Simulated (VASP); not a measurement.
Write the native input for VASP 6.6.1 that does the following.

```
Task                   : single point
Functional             : PBE
Potentials or basis    : VASP PAW PBE potentials, release 64 (In_d, Ga_d, P)
Cutoff                 : 520 eV
k mesh                 : 8 × 8 × 6
Occupations            : gaussian, width 0.1 eV
Spin                   : no spin polarisation
Dipole correction      : no
Further INCAR settings : ALGO = Normal; EDIFF = 1e-06; NBANDS = 40
```

The structure of In3GaP2 lies in POSCAR:

```
In3GaP2
1.0
    4.4648340200      0.0000000000      0.0000000000
    0.0000000000      4.4648340200      0.0000000000
    0.0000000000      0.0000000000      7.8900352852
In Ga P
3 1 2
Direct
    0.5000000000      0.5000000000      0.0000000000
    0.0000000000      0.0000000000      0.0000000000
    0.5000000000      0.5000000000      0.5000000000
    0.0000000000      0.0000000000      0.5000000000
    0.0000000000      0.5000000000      0.3233292218
    0.5000000000      0.0000000000      0.6766707782
```

The cell was generated, and may not be a known phase.

One way to write it, as run:

INCAR

```
PREC = Accurate
ENCUT = 520
EDIFF = 1E-6
ISMEAR = 0
SIGMA = 0.1
LREAL = F
LASPH = T
NELM = 80
ALGO = Normal
ISIF = 2
LWAVE = F
LCHARG = T
GGA = PE
LELF = T
LVHAR = T
NBANDS = 40
```

KPOINTS

```
Automatic mesh
0
Gamma
  8 8 6
```

Potentials or basis: VASP PAW PBE potentials, release 64 (In_d, Ga_d, P).

Command:

```console
$ cat potpaw_PBE.64/In_d/POTCAR potpaw_PBE.64/Ga_d/POTCAR potpaw_PBE.64/P/POTCAR > POTCAR
$ mpirun -np 1 vasp_std > vasp.out
```

It gave:

The pressure is 0.0 GPa. The band gap on the k mesh is zero (bands 31 and 32 overlap by 2.09 eV).

Caveat: spin-orbit coupling is left out, which moves the levels of the heavy elements.

Run time: 9.8 min on 1 thread of Intel Xeon 8259CL, with other jobs on the host, peak memory 0.49 GiB.
